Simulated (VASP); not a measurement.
# Rh (I4/mmm) in VASP: notebook

Rh is run at these levels: PBE; tasks: electric field gradients.

Program: VASP 6.6.1. These are calculated values, not measurements. Logs are shortened: lines on timing, memory, paths and dates and some standing lists are left out, and cuts for length are marked.

**1. The cell of the first run**

Symmetry: I4/mmm, No. 139, tetragonal system. Conventional cell: a = 2.689 Å, b = 2.689 Å, c = 3.727 Å, α = 90.00°, β = 90.00°, γ = 90.00°. Within 3.5 Å of Rh (site symmetry 4/mmm) lie 12 Rh at 2.66 to 2.69 Å.

**2. Electric field gradients, PBE (zz strain of -2 %)**

The input, INCAR:

```
SYSTEM = Rh
  PREC = Accurate
  ENCUT = 520
  EDIFF = 1E-8
  ISMEAR = -1
  SIGMA = 0.08
  LREAL = .False.
  LASPH = .True.
  NELM = 60
  ALGO = Normal
  ISIF = 2
  LWAVE = .False.
  LCHARG = .False.
  GGA = PE
  LEFG = .True.
  NBANDS = 14
```

The input, KPOINTS:

```
Automatic mesh
0
Gamma
  16 16 16
  0 0 0
```

The input, POSCAR:

```
Rh
1.0
    0.0000000000      1.9015500000      1.8635190000
    1.9015500000      0.0000000000      1.8635190000
    1.9015500000      1.9015500000      0.0000000000
Rh
1
Direct
    0.0000000000      0.0000000000      0.0000000000
```

Potentials or basis: VASP PAW PBE potentials, release 64 (Rh_pv).

Started as:

```sh
$ cat potpaw_PBE.64/Rh_pv/POTCAR > POTCAR
$ mpirun -np 1 vasp_std > vasp.out
```

OUTCAR:

```text
SYSTEM = Rh
   PREC = Accurate
   ENCUT = 520
   EDIFF = 1E-8
   ISMEAR = -1
   LREAL = .False.
   LASPH = .True.
   NELM = 60
   ISIF = 2
   GGA = PE

 ion  position               nearest neighbor table
   1  0.000  0.000  0.000-

  LATTYP: Found a body centered tetragonal cell.
 ALAT       =     2.6891977995
 C/A-ratio  =     1.3859292911

  Lattice vectors:

 A1 = (   0.0000000000,  -1.9015500000,  -1.8635190000)
 A2 = (   0.0000000000,   1.9015500000,  -1.8635190000)
 A3 = (   1.9015500000,   0.0000000000,   1.8635190000)

Analysis of symmetry for initial positions (statically):
=====================================================================
 Subroutine PRICEL returns:
 Original cell was already a primitive cell.

 Routine SETGRP: Setting up the symmetry group for a
 body centered tetragonal supercell.

 Subroutine GETGRP returns: Found 16 space group operations
 (whereof 16 operations were pure point group operations)
 out of a pool of 16 trial point group operations.

The static configuration has the point symmetry D_4h.

Analysis of symmetry for dynamics (positions and initial velocities):
=====================================================================
 Subroutine PRICEL returns:
 Original cell was already a primitive cell.

 Routine SETGRP: Setting up the symmetry group for a
 body centered tetragonal supercell.

 Subroutine GETGRP returns: Found 16 space group operations
 (whereof 16 operations were pure point group operations)
 out of a pool of 16 trial point group operations.

The dynamic configuration has the point symmetry D_4h.

 Subroutine INISYM returns: Found 16 space group operations
 (whereof 16 operations are pure point group operations),
 and found     1 'primitive' translations

----------------------------------------------------------------------------------------

                                     Primitive cell

  volume of cell :      13.4766

  direct lattice vectors                    reciprocal lattice vectors
     0.000000000  1.901550000  1.863519000    -0.262943388  0.262943388  0.268309580
     1.901550000  0.000000000  1.863519000     0.262943388 -0.262943388  0.268309580
     1.901550000  1.901550000  0.000000000     0.262943388  0.262943388 -0.268309580

  length of vectors
     2.662441636  2.662441636  2.689197800     0.458550413  0.458550413  0.458550413

  position of ions in fractional coordinates (direct lattice)
     0.000000000  0.000000000  0.000000000

  ion indices of the primitive-cell ions
   primitive index   ion index
                 1           1

----------------------------------------------------------------------------------------

 KPOINTS: Automatic mesh

Automatic generation of k-mesh.
 Grid dimensions read from file:
 generate k-points for:   16   16   16

 Generating k-lattice:

  Cartesian coordinates                     Fractional coordinates (reciprocal lattice)
    -0.016433962  0.016433962  0.016769349     0.062500000  0.000000000  0.000000000
     0.016433962 -0.016433962  0.016769349     0.000000000  0.062500000  0.000000000
     0.016433962  0.016433962 -0.016769349     0.000000000  0.000000000  0.062500000

  Length of vectors
     0.028659401  0.028659401  0.028659401

  Shift w.r.t. Gamma in fractional coordinates (k-lattice)
     0.000000000  0.000000000  0.000000000

 Subroutine IBZKPT returns following result:
 ===========================================

 Found    349 irreducible k-points:

 Following reciprocal coordinates:
            Coordinates               Weight
  0.000000  0.000000  0.000000      1.000000
  0.062500  0.000000  0.000000      8.000000
  0.125000  0.000000  0.000000      8.000000
  0.187500  0.000000  0.000000      8.000000
  0.250000  0.000000  0.000000      8.000000
  0.312500  0.000000  0.000000      8.000000
[... 16 lines left out ...]
 -0.125000  0.062500  0.000000      8.000000
 -0.062500  0.062500  0.000000      4.000000
 [... further k-points ...]
   k-points           NKPTS =    349   k-points in BZ     NKDIM =    349   number of bands    NBANDS=     14
   number of dos      NEDOS =    301   number of ions     NIONS =      1
   total plane-waves  NPLWV =   8000
   dimension x,y,z NGX =    20 NGY =   20 NGZ =   20
   dimension x,y,z NGXF=    40 NGYF=   40 NGZF=   40
   ions per type =               1
   NGX,Y,Z   is equivalent  to a cutoff of  12.49, 12.49, 12.36 a.u.
   NGXF,Y,Z  is equivalent  to a cutoff of  24.98, 24.98, 24.73 a.u.
 SYSTEM =  Rh
   PREC   = accura    normal or accurate (medium, high low for compatibility)
   ISTART =      0    job   : 0-new  1-cont  2-samecut
   ICHARG =      2    charge: 1-file 2-atom 10-const
   ISPIN  =      1    spin polarized calculation?
   LNONCOLLINEAR =      F non collinear calculations
   LSORBIT =      F    spin-orbit coupling
   LASPH  =      T    aspherical Exc in radial PAW
   ENCUT  =  520.0 eV  38.22 Ry    6.18 a.u.   4.95  4.95  5.00*2*pi/ulx,y,z
   NELM   =     60;   NELMIN=  2; NELMDL= -5     # of ELM steps
   EDIFF  = 0.1E-07   stopping-criterion for ELM
   LREAL  =      F    real-space projection
   EDIFFG = 0.1E-06   stopping-criterion for IOM
   NSW    =      0    number of steps for IOM
   IBRION =     -1    ionic relax: 0-MD 1-quasi-New 2-CG
   NFREE  =      0    steps in history (QN), initial steepest desc. (CG)
   ISIF   =      2    stress and relaxation
   ISYM   =      2    0-nonsym 1-usesym 2-fastsym
   POTIM  = 0.5000    time-step for ionic-motion
   TEBEG  =    0.0;   TEEND  =   0.0 temperature during run
   PSTRESS=    0.0 pullay stress
   NELECT =      15.0000    total number of electrons
   NUPDOWN=      -1.0000    fix difference up-down
   EMIN   =  10.00;   EMAX   =-10.00  energy-range for DOS
   EFERMI =   0.00;   METHOD = LEGACY
   ISMEAR =    -1;   SIGMA  =   0.08  broadening in eV -4-tet -1-fermi 0-gaus
   EFERMI_NEDOS =   21; number of points for ismear=-14 and -15
   IALGO  =     38    algorithm
   IMIX   =      4    mixing-type and parameters
     AMIX     =   0.40;   BMIX     =  1.00
     AMIX_MAG =   1.60;   BMIX_MAG =  1.00
  volume/ion in A,a.u.               =      13.48        90.94
  Fermi-wavevector in a.u.,A,eV,Ry     =   1.696597  3.206104 39.163594  2.878443
  Thomas-Fermi vector in A             =   2.777431
   LORBIT       =      0    0 simple, 1 ext, 2 COOP (PROOUT), +10 PAW based schemes
   GGA     = PE    functional components
   LHFCALC =     F    Hartree Fock is set to
   AEXX    =    0.0000 exact exchange contribution
   IVDW    =     0    specifies the selected vdW correction
   LEPSILON=     F    determine dielectric tensor
   LRPA    =     F    only Hartree local field effects (RPA)
 non-spin polarized calculation
  energy-cutoff  :      520.00
  volume of cell :       13.48
 maximum number of plane-waves:       374
   NGX =  9   NGY =  9   NGZ =  9

 number of electron      15.0000006 magnetization

 Free energy of the ion-electron system (eV)
  ---------------------------------------------------
  ext. energy  EPLUGINS =         0.00000000
  ---------------------------------------------------
  free energy    TOTEN  =        -7.24897431 eV

  energy without entropy =       -7.22028552  energy(sigma->0) =       -7.23462991

 E-fermi :  12.2676     XC(G=0): -14.1605

 val. band max:       12.2652545920   @ k =  -0.3750  -0.0000   0.2500
 cond. band min:      12.2715228221   @ k =   0.3125   0.1875   0.1250
 fundamental gap:      0.0062682301
 Fermi energy:        12.2676317364

 k-point     1 :       0.0000    0.0000    0.0000
  band No.  band energies     occupation
      1     -34.1386      2.00000
      2     -34.1386      2.00000
      3     -34.1277      2.00000
      4       4.1681      2.00000
      5       9.0320      2.00000
      6       9.0320      2.00000
      7       9.2518      2.00000
      8      11.1200      2.00000
      9      11.3869      1.99997
     10      28.2622      0.00000
     11      32.7550      0.00000
     12      33.6146      0.00000
     13      33.6146      0.00000
     14      34.2716      0.00000

 k-point     2 :       0.0625    0.0000    0.0000
  band No.  band energies     occupation
      1     -34.1666      2.00000
      2     -34.1432      2.00000
      3     -34.1344      2.00000
      4       4.3286      2.00000
      5       8.9943      2.00000
      6       9.0951      2.00000
      7       9.2804      2.00000
      8      11.0889      2.00000
      9      11.3467      1.99998
     10      28.4989      0.00000
[... 362 lines left out ...]
 k-point    24 :      -0.0625    0.0625    0.0000
  band No.  band energies     occupation
      1     -34.2096      2.00000
      2     -34.1508      2.00000
      3     -34.1454      2.00000
      4       4.5831      2.00000
      5       8.8440      2.00000
      6       9.1824      2.00000
      7       9.4388      2.00000
      8      10.9388      2.00000
      9      11.3936      1.99996
     10      28.8671      0.00000
     11      32.0413      0.00000
     12      32.7567      0.00000
     13      34.3065      0.00000
     14      34.4654      0.00000

 [... further k-points ...]
[... 5 lines left out ...]
  --------------------------------------------------------------------------------------
  -------------------------------------------------------------------------------------
  Total        0.8854399      0.8854399      1.3129633      0.0000000     -0.0000000     -0.0000000
  in kB      105.2665376    105.2665376    156.0931484      0.0000000     -0.0000000     -0.0000000
  external PRESSURE =     122.2087412 kB  Pullay stress =       0.0000000 kB

 VOLUME and BASIS-vectors are now :
 -----------------------------------------------------------------------------
  energy-cutoff  :      520.00
  volume of cell :       13.48
      direct lattice vectors                 reciprocal lattice vectors
     0.000000000  1.901550000  1.863519000    -0.262943388  0.262943388  0.268309580
     1.901550000  0.000000000  1.863519000     0.262943388 -0.262943388  0.268309580
     1.901550000  1.901550000  0.000000000     0.262943388  0.262943388 -0.268309580

 POSITION                                       TOTAL-FORCE (eV/Angst)
 -----------------------------------------------------------------------------------
      0.00000      0.00000      0.00000         0.000000      0.000000      0.000000
 -----------------------------------------------------------------------------------
    total drift:                                0.000000      0.000000      0.000000

  FREE ENERGIE OF THE ION-ELECTRON SYSTEM (eV)
  ---------------------------------------------------
  free  energy   TOTEN  =        -7.2489743082 eV

  energy  without entropy=       -7.2202855172  energy(sigma->0) =       -7.23462991

 Electric field gradients (V/A^2)
---------------------------------------------------------------------
 ion       V_xx      V_yy      V_zz      V_xy      V_xz      V_yz
---------------------------------------------------------------------
   1       0.963     0.963    -1.927    -0.000     0.001     0.001
---------------------------------------------------------------------

 Electric field gradients after diagonalization (V/A^2)
 (convention: |V_zz| > |V_xx| > |V_yy|)
----------------------------------------------------------------------
 ion       V_xx      V_yy      V_zz     asymmetry (V_yy - V_xx)/ V_zz
----------------------------------------------------------------------
   1       0.963     0.963    -1.927       0.000
----------------------------------------------------------------------

           NMR quadrupolar parameters

 Cq : quadrupolar parameter    Cq=e*Q*V_zz/h
 eta: asymmetry parameters     (V_yy - V_xx)/ V_zz
 Q  : nuclear electric quadrupole moment in mb (millibarn)
----------------------------------------------------------------------
 ion       Cq(MHz)       eta       Q (mb)
----------------------------------------------------------------------
   1      -0.005       0.000       1.000
----------------------------------------------------------------------
```

It took 83 s on 1 thread of Intel Xeon 8259CL, shared host; peak memory 0.18 GiB.

What came out:

```
Free energy                             : -7.2490 eV
Pressure                                : 12.2 GPa
Band gap on the k mesh                  : zero (an odd number of electrons rules out a gap without spin polarisation)
Largest electric field gradient by atom : Rh -1.9 V/Å²
```

Electric field gradients, principal values (V/Å²):
| atom | least | middle | greatest (by size) |
| --- | --- | --- | --- |
| 1 Rh | 0.963 | 0.963 | -1.927 |

Caveat: the cell differs from its parent crystal (zz strain of -2 %); the cell stands under pressure; without QUAD_EFG the Cq values of the log hold for a quadrupole moment of 1 mb, not for the nuclei.

**3. Electric field gradients, PBE (zz strain of -3 %)**

The input, INCAR:

```
PREC = Accurate
ENCUT = 400
EDIFF = 1E-8
ISMEAR = -1
SIGMA = 0.08
LREAL = False
LASPH = True
NELM = 120
ALGO = Normal
ISIF = 2
LWAVE = False
LCHARG = False
GGA = PE
LEFG = True
NBANDS = 14
GGA_COMPAT = False
```

The input, KPOINTS:

```
Automatic mesh
0
Gamma
  16 16 16
```

The input, POSCAR:

```
Rh
1.0
    0.0000000000      1.9015500000      1.8445035000
    1.9015500000      0.0000000000      1.8445035000
    1.9015500000      1.9015500000      0.0000000000
Rh
1
Direct
    0.0000000000      0.0000000000      0.0000000000
```

Potentials or basis: VASP PAW PBE potentials, release 64 (Rh_pv).

Started as:

```sh
$ cat potpaw_PBE.64/Rh_pv/POTCAR > POTCAR
$ mpirun -np 1 vasp_std > vasp.out
```

OUTCAR:

```text
PREC = Accurate
   ENCUT = 400
   EDIFF = 1E-8
   ISMEAR = -1
   LREAL = False
   LASPH = True
   NELM = 120
   ISIF = 2
   GGA = PE

 ion  position               nearest neighbor table
   1  0.000  0.000  0.000-

  LATTYP: Found a body centered tetragonal cell.
 ALAT       =     2.6891977995
 C/A-ratio  =     1.3717871555

  Lattice vectors:

 A1 = (   0.0000000000,  -1.9015500000,  -1.8445035000)
[... 614 lines left out ...]
 -----------------------------------------------------------------------------------
    total drift:                                0.000000     -0.000000     -0.000000

  FREE ENERGIE OF THE ION-ELECTRON SYSTEM (eV)
  ---------------------------------------------------
  free  energy   TOTEN  =        -7.2313155354 eV

  energy  without entropy=       -7.2030564557  energy(sigma->0) =       -7.21718600

 Electric field gradients (V/A^2)
---------------------------------------------------------------------
 ion       V_xx      V_yy      V_zz      V_xy      V_xz      V_yz
---------------------------------------------------------------------
   1       1.553     1.553    -3.105     0.000     0.001     0.001
---------------------------------------------------------------------

 Electric field gradients after diagonalization (V/A^2)
 (convention: |V_zz| > |V_xx| > |V_yy|)
----------------------------------------------------------------------
 ion       V_xx      V_yy      V_zz     asymmetry (V_yy - V_xx)/ V_zz
----------------------------------------------------------------------
   1       1.553     1.552    -3.105       0.000
----------------------------------------------------------------------

           NMR quadrupolar parameters

 Cq : quadrupolar parameter    Cq=e*Q*V_zz/h
 eta: asymmetry parameters     (V_yy - V_xx)/ V_zz
 Q  : nuclear electric quadrupole moment in mb (millibarn)
----------------------------------------------------------------------
 ion       Cq(MHz)       eta       Q (mb)
----------------------------------------------------------------------
   1      -0.008       0.000       1.000
----------------------------------------------------------------------
```

It took 80 s on 1 thread of Intel Xeon 8259CL, shared host; peak memory 0.15 GiB.

What came out:

```yaml
Free_energy: -7.2313 eV
Pressure: 14.3 GPa
Band_gap_on_the_k_mesh: zero (an odd number of electrons rules out a gap without spin polarisation)
Largest_electric_field_gradient_by_atom: Rh -3.1 V/Å²
```

Electric field gradients, principal values (V/Å²):
```
atom  least  middle  greatest (by size)
1 Rh  1.552   1.553              -3.105
```

Caveat: the cell differs from its parent crystal (zz strain of -3 %); the cell stands under pressure; without QUAD_EFG the Cq values of the log hold for a quadrupole moment of 1 mb, not for the nuclei.
